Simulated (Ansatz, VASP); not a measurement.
## Two plane-wave programs on Ge

```xyz
4
Lattice="4.0582 0.0000 0.0000 -2.0291 3.5145 0.0000 0.0000 0.0000 6.4918" Properties=species:S:1:pos:R:3 pbc="T T T"
Ge    2.0291    1.1715    0.3945
Ge    0.0000    2.3430    3.6403
Ge    2.0291    1.1715    2.8514
Ge    0.0000    2.3430    6.0973
```

Change from the starting cell: strain along c alone, the other axes held, atoms relaxed: -3.0 %.

Alike in both runs: functional PBE; k mesh 12 × 12 × 8; occupations gaussian, width 0.1 eV; no spin polarisation.

Ansatz relaxed the structure, and its values are those at the end. VASP's run is a single point on that final structure, the one shown.

|  | VASP | Ansatz |
| --- | --- | --- |
| version | VASP 6.6.1 | Ansatz 0.2.0 |
| potentials or method | VASP PAW PBE potentials, release 64 (Ge_d), cutoff 520 eV | scalar-relativistic, plane waves, PAW |
| valence electrons in the cell | 56 | 56 |

```csv
,VASP,Ansatz,Ansatz less VASP
gap on the k mesh at the Fermi level (eV),none,none,-
pressure (GPa),2.0,2.0,+0.05
```

A gap of «none» marks a metal or a gap that the smearing closes. Ansatz's warnings: stress scf threshold loose.
